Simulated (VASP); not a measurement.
# CdTe in VASP: further runs, part 2 of 2

VASP 6.6.1. The steps go on from the part before.

## (4) Single point, PBEsol

This run uses another cell than the first one, of 34.16 Å³/atom, 1.469 times its volume.

The input, INCAR:

```
SYSTEM = CdTe
ALGO = Normal
EDIFF = 1E-7
ENCUT = 520
GGA = PS
ISIF = 2
ISMEAR = 0
ISYM = 0
LASPH = .True.
LCHARG = .True.
LELF = .True.
LREAL = .False.
LVHAR = .True.
LWAVE = .False.
NBANDS = 16
NELM = 60
PREC = Accurate
SIGMA = 0.02
```

The input, KPOINTS:

```
Automatic mesh
0
Gamma
  8 8 8
  0.5 0.5 0.5
```

The input, POSCAR:

```
CdTe
1.0
   -0.0008086408     -3.2441521994     -3.2441521994
    3.2441521994      0.0008086408     -3.2441521994
    3.2441521994     -3.2441521994      0.0008086408
Cd Te
1 1
Direct
    0.0000237788      0.0000237788      0.0000237788
    0.7499762212      0.7499762212      0.7499762212
```

Potentials or basis: VASP PAW PBE potentials, release 64 (Cd, Te).

On the command line:

```
$ cat potpaw_PBE.64/Cd/POTCAR potpaw_PBE.64/Te/POTCAR > POTCAR
$ mpirun -np 1 vasp_std > vasp.out
```

OUTCAR:

```text
SYSTEM = CdTe
   EDIFF = 1E-7
   ENCUT = 520
   GGA = PS
   ISIF = 2
   ISMEAR = 0
   ISYM = 0
   LASPH = .True.
   LREAL = .False.
   NELM = 60
   PREC = Accurate

 ion  position               nearest neighbor table
   1  0.000  0.000  0.000-   2 2.81   2 2.81   2 2.81   2 2.81
   2  0.750  0.750  0.750-   1 2.81   1 2.81   1 2.81   1 2.81

IMPORTANT INFORMATION: All symmetrisations will be switched off!
NOSYMM: (Re-)initialisation of all symmetry stuff for point group C_1.

----------------------------------------------------------------------------------------

                                     Primitive cell

  volume of cell :      68.3118

  direct lattice vectors                    reciprocal lattice vectors
    -0.000808641 -3.244152199 -3.244152199    -0.154065858 -0.154104270 -0.154104270
     3.244152199  0.000808641 -3.244152199     0.154104270  0.154065858 -0.154104270
     3.244152199 -3.244152199  0.000808641     0.154104270 -0.154104270  0.154065858

  length of vectors
     4.587924110  4.587924110  4.587924110     0.266894251  0.266894251  0.266894251

  position of ions in fractional coordinates (direct lattice)
     0.000023779  0.000023779  0.000023779
     0.749976221  0.749976221  0.749976221

  ion indices of the primitive-cell ions
   primitive index   ion index
                 1           1
                 2           2

----------------------------------------------------------------------------------------

 KPOINTS: Automatic mesh

Automatic generation of k-mesh.
 Grid dimensions read from file:
 generate k-points for:    8    8    8

 Generating k-lattice:

  Cartesian coordinates                     Fractional coordinates (reciprocal lattice)
    -0.019258232 -0.019263034 -0.019263034     0.125000000  0.000000000  0.000000000
     0.019263034  0.019258232 -0.019263034     0.000000000  0.125000000  0.000000000
     0.019263034 -0.019263034  0.019258232     0.000000000  0.000000000  0.125000000

  Length of vectors
     0.033361781  0.033361781  0.033361781

  Shift w.r.t. Gamma in fractional coordinates (k-lattice)
     0.500000000  0.500000000  0.500000000

 Subroutine IBZKPT returns following result:
 ===========================================

 Found    256 irreducible k-points:

 Following reciprocal coordinates:
            Coordinates               Weight
  0.062500  0.062500  0.062500      2.000000
  0.187500  0.062500  0.062500      2.000000
  0.062500  0.187500  0.062500      2.000000
  0.062500  0.062500  0.187500      2.000000
  0.312500  0.062500  0.062500      2.000000
  0.062500  0.312500  0.062500      2.000000
[... 16 lines left out ...]
  0.187500  0.187500  0.062500      2.000000
 -0.187500 -0.062500 -0.187500      2.000000
 [... further k-points ...]
   k-points           NKPTS =    256   k-points in BZ     NKDIM =    256   number of bands    NBANDS=     16
   number of dos      NEDOS =    301   number of ions     NIONS =      2
   total plane-waves  NPLWV =  46656
   dimension x,y,z NGX =    36 NGY =   36 NGZ =   36
   dimension x,y,z NGXF=    72 NGYF=   72 NGZF=   72
   ions per type =               1   1
   NGX,Y,Z   is equivalent  to a cutoff of  13.04, 13.04, 13.04 a.u.
   NGXF,Y,Z  is equivalent  to a cutoff of  26.09, 26.09, 26.09 a.u.
 SYSTEM =  CdTe
   PREC   = accura    normal or accurate (medium, high low for compatibility)
   ISTART =      0    job   : 0-new  1-cont  2-samecut
   ICHARG =      2    charge: 1-file 2-atom 10-const
   ISPIN  =      1    spin polarized calculation?
   LNONCOLLINEAR =      F non collinear calculations
   LSORBIT =      F    spin-orbit coupling
   LASPH  =      T    aspherical Exc in radial PAW
   ENCUT  =  520.0 eV  38.22 Ry    6.18 a.u.   8.53  8.53  8.53*2*pi/ulx,y,z
   NELM   =     60;   NELMIN=  2; NELMDL= -5     # of ELM steps
   EDIFF  = 0.1E-06   stopping-criterion for ELM
   LREAL  =      F    real-space projection
   EDIFFG = 0.1E-05   stopping-criterion for IOM
   NSW    =      0    number of steps for IOM
   IBRION =     -1    ionic relax: 0-MD 1-quasi-New 2-CG
   NFREE  =      0    steps in history (QN), initial steepest desc. (CG)
   ISIF   =      2    stress and relaxation
   ISYM   =      0    0-nonsym 1-usesym 2-fastsym
   POTIM  = 0.5000    time-step for ionic-motion
   TEBEG  =    0.0;   TEEND  =   0.0 temperature during run
   PSTRESS=    0.0 pullay stress
   NELECT =      18.0000    total number of electrons
   NUPDOWN=      -1.0000    fix difference up-down
   EMIN   =  10.00;   EMAX   =-10.00  energy-range for DOS
   EFERMI =   0.00;   METHOD = LEGACY
   ISMEAR =     0;   SIGMA  =   0.02  broadening in eV -4-tet -1-fermi 0-gaus
   EFERMI_NEDOS =   21; number of points for ismear=-14 and -15
   IALGO  =     38    algorithm
   IMIX   =      4    mixing-type and parameters
     AMIX     =   0.40;   BMIX     =  1.00
     AMIX_MAG =   1.60;   BMIX_MAG =  1.00
  volume/ion in A,a.u.               =      34.16       230.50
  Fermi-wavevector in a.u.,A,eV,Ry     =   1.049543  1.983349 14.987375  1.101541
  Thomas-Fermi vector in A             =   2.184510
   LORBIT       =      0    0 simple, 1 ext, 2 COOP (PROOUT), +10 PAW based schemes
   GGA     = PS    functional components
   LHFCALC =     F    Hartree Fock is set to
   AEXX    =    0.0000 exact exchange contribution
   IVDW    =     0    specifies the selected vdW correction
   LEPSILON=     F    determine dielectric tensor
   LRPA    =     F    only Hartree local field effects (RPA)
 non-spin polarized calculation
 Gauss-broadening in eV      SIGMA  =   0.02
  energy-cutoff  :      520.00
  volume of cell :       68.31
 maximum number of plane-waves:      1862
 NGX is ok and might be reduce to    36
   NGX = 17   NGY = 17   NGZ = 17

 number of electron      17.9999997 magnetization

 Free energy of the ion-electron system (eV)
  ---------------------------------------------------
  ext. energy  EPLUGINS =         0.00000000
  ---------------------------------------------------
  free energy    TOTEN  =        -5.49060930 eV

  energy without entropy =       -5.49060930  energy(sigma->0) =       -5.49060930

 E-fermi :   2.2385     XC(G=0):  -8.7651

 val. band max:        2.1384986372   @ k =   0.0625   0.0625   0.0625
 cond. band min:       3.2499749331   @ k =   0.0625   0.0625   0.0625
 fundamental gap:      1.1114762959
 Fermi energy:         2.2384966255

 k-point     1 :       0.0625    0.0625    0.0625
  band No.  band energies     occupation
      1      -8.9995      2.00000
      2      -6.0622      2.00000
      3      -6.0622      2.00000
      4      -6.0546      2.00000
      5      -5.8032      2.00000
      6      -5.8032      2.00000
[... 8 lines left out ...]
     15      11.1726      0.00000
     16      11.1726      0.00000

 k-point     2 :       0.1875    0.0625    0.0625
  band No.  band energies     occupation
      1      -8.9238      2.00000
      2      -6.0505      2.00000
      3      -6.0434      2.00000
      4      -5.9962      2.00000
      5      -5.8071      2.00000
      6      -5.8009      2.00000
[... 8 lines left out ...]
     15      10.4825      0.00000
     16      10.8623      0.00000

 k-point     3 :       0.0625    0.1875    0.0625
  band No.  band energies     occupation
      1      -8.9238      2.00000
      2      -6.0505      2.00000
      3      -6.0434      2.00000
      4      -5.9962      2.00000
      5      -5.8071      2.00000
      6      -5.8009      2.00000
[... 8 lines left out ...]
     15      10.4825      0.00000
     16      10.8623      0.00000
[... 362 lines left out ...]
 k-point    23 :       0.1875    0.1875    0.0625
  band No.  band energies     occupation
      1      -8.8876      2.00000
      2      -6.0345      2.00000
      3      -6.0311      2.00000
      4      -5.9817      2.00000
      5      -5.8106      2.00000
      6      -5.7964      2.00000
[... 8 lines left out ...]
     15      11.1079      0.00000
     16      11.5262      0.00000

 k-point    24 :      -0.1875   -0.0625   -0.1875
  band No.  band energies     occupation
      1      -8.8876      2.00000
      2      -6.0345      2.00000
      3      -6.0311      2.00000
      4      -5.9817      2.00000
      5      -5.8106      2.00000
      6      -5.7964      2.00000
[... 8 lines left out ...]
     15      11.1079      0.00000
     16      11.5262      0.00000

 [... further k-points ...]

------------------------ aborting loop because EDIFF is reached ----------------------------------------

  FORCE on cell =-STRESS in cart. coord.  units (eV):
  Direction    XX          YY          ZZ          XY          YZ          ZX
  --------------------------------------------------------------------------------------
  -------------------------------------------------------------------------------------
  Total        0.0692996      0.0692998      0.0692996      0.0000048     -0.0000058      0.0000053
  in kB        1.6253438      1.6253496      1.6253449      0.0001127     -0.0001361      0.0001250
  external PRESSURE =       1.6253461 kB  Pullay stress =       0.0000000 kB

 VOLUME and BASIS-vectors are now :
 -----------------------------------------------------------------------------
  energy-cutoff  :      520.00
  volume of cell :       68.31
      direct lattice vectors                 reciprocal lattice vectors
    -0.000808641 -3.244152199 -3.244152199    -0.154065858 -0.154104270 -0.154104270
     3.244152199  0.000808641 -3.244152199     0.154104270  0.154065858 -0.154104270
     3.244152199 -3.244152199  0.000808641     0.154104270 -0.154104270  0.154065858

 POSITION                                       TOTAL-FORCE (eV/Angst)
 -----------------------------------------------------------------------------------
      0.00015     -0.00015     -0.00015        -0.000005      0.000005      0.000005
      4.86547     -4.86547     -4.86547         0.000005     -0.000005     -0.000005
 -----------------------------------------------------------------------------------
    total drift:                                0.000005     -0.000004     -0.000004

  FREE ENERGIE OF THE ION-ELECTRON SYSTEM (eV)
  ---------------------------------------------------
  free  energy   TOTEN  =        -5.4906092985 eV

  energy  without entropy=       -5.4906092985  energy(sigma->0) =       -5.49060930
```

OSZICAR:

```text
N       E                     dE             d eps       ncg     rms          rms(c)
DAV:   1     0.100400186094E+03    0.10040E+03   -0.82838E+03  8248   0.976E+02
DAV:   2    -0.211182689881E+01   -0.10251E+03   -0.97326E+02  9856   0.236E+02
DAV:   3    -0.571147324226E+01   -0.35996E+01   -0.35944E+01  9904   0.459E+01
DAV:   4    -0.574519489456E+01   -0.33722E-01   -0.33720E-01 12608   0.389E+00
DAV:   5    -0.574528572348E+01   -0.90829E-04   -0.90829E-04 10392   0.180E-01    0.541E+00
DAV:   6    -0.550913174697E+01    0.23615E+00   -0.43353E-01 10168   0.828E+00    0.452E+00
DAV:   7    -0.549149738035E+01    0.17634E-01   -0.98925E-02 10328   0.208E+00    0.183E+00
DAV:   8    -0.549058774250E+01    0.90964E-03   -0.98264E-03  8976   0.113E+00    0.476E-01
DAV:   9    -0.549056030272E+01    0.27440E-04   -0.74643E-04 10208   0.294E-01    0.110E-01
DAV:  10    -0.549058840567E+01   -0.28103E-04   -0.10261E-04 10336   0.939E-02    0.542E-02
DAV:  11    -0.549061129643E+01   -0.22891E-04   -0.44732E-05 10088   0.391E-02    0.365E-02
DAV:  12    -0.549060947729E+01    0.18191E-05   -0.36057E-06  9856   0.130E-02    0.193E-02
DAV:  13    -0.549060933439E+01    0.14290E-06   -0.52349E-07 10648   0.347E-03    0.101E-02
DAV:  14    -0.549060929854E+01    0.35842E-07   -0.38944E-07  9840   0.421E-03
   1 F= -.54906093E+01 E0= -.54906093E+01  d E =-.122550E-14
```

It took 7.1 min on 1 thread of Intel Xeon 8259CL, shared host; peak memory 0.43 GiB.

What came out:

- Free energy: -5.4906 eV
- Pressure: 0.2 GPa
- Band gap on the k mesh: 1.11 eV, direct

Caveat: the PAW data sets were made with another functional, which shifts forces and pressure a little; spin-orbit coupling is left out, which moves the levels of the heavy elements. A k mesh can miss the band edges.

## (5) Overview

| task | cell | k mesh | cutoff (eV) | smearing | gap on the mesh (eV) | pressure (GPa) |
| --- | --- | --- | --- | --- | --- | --- |
| single point | a = 4.036 Å, angles 60.0°, 2 atoms | 8 × 8 × 8 | 500 | gaussian 0.01 eV | 1.36 | 40.7 |
| relaxation of cell and atoms | relaxed to 40 GPa from a = 4.589 Å, angles 60.0°, 2 atoms | 8 × 8 × 8 | 500 | gaussian 0.01 eV | 1.37 | 40.0 |
| single point | a = 4.588 Å, angles 60.0°, 2 atoms | 8 × 8 × 8, shifted | 520 | gaussian 0.02 eV | 1.11 | 0.2 |

Alike in all rows: level PBEsol; potentials or basis VASP PAW PBE potentials, release 64 (Cd, Te); no spin polarisation.

Caveats: the PAW data sets were made with another functional, which shifts forces and pressure a little; spin-orbit coupling is left out, which moves the levels of the heavy elements; the cell is relaxed towards a set pressure, so the enthalpy falls and the energy may rise (some runs); the volume moved by over 15 % at a fixed basis, so the end points are rough (some runs).

Total energies depend on the potentials used, so only differences within one code and one set of settings carry meaning.
